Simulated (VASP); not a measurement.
Crystal: InP.

```
In P
1.0
     4.14435    0.00000    0.00000
     2.07218    3.58911    0.00000
     2.07218    1.19637    3.38385
In P
1 1
Direct
  0.00000 0.00000 0.00000
  0.25000 0.25000 0.25000
```

| Quantity | Value |
| --- | --- |
| Program | VASP 6.6.1 |
| Task | relaxation of cell and atoms |
| Functional | PBE |
| Potentials or basis | VASP PAW PBE potentials, release 64 (In_d, P) |
| Cutoff | 600 eV |
| k mesh | 6 × 6 × 6 |
| Occupations | gaussian, width 0.01 eV |
| Spin | no spin polarisation |

At the start: pressure 3.3 GPa; volume 25.17 Å³/atom.

Question: Where does the relaxation end?

Answer: Over 3 steps the energy falls by 12.5 meV/atom and the volume is 26.44 Å³/atom (+5.0 %); space group F-43m (No. 216, to 0.05 Å).

The path:
```csv
step,energy change (eV),largest force (eV/Å),pressure (GPa),volume (Å³)
1,0.0000,0.0000,3.30,50.33
2,-0.0191,0.0000,-1.40,54.20
3,-0.0250,0.0000,0.01,52.87
```

Final structure:
```
CELL_PARAMETERS angstrom
4.21297 0.00000 0.00000
2.10648 3.64854 0.00000
2.10648 1.21618 3.43988
ATOMIC_POSITIONS crystal
In 0.00000 0.00000 0.00000
P 0.25000 0.25000 0.25000
```
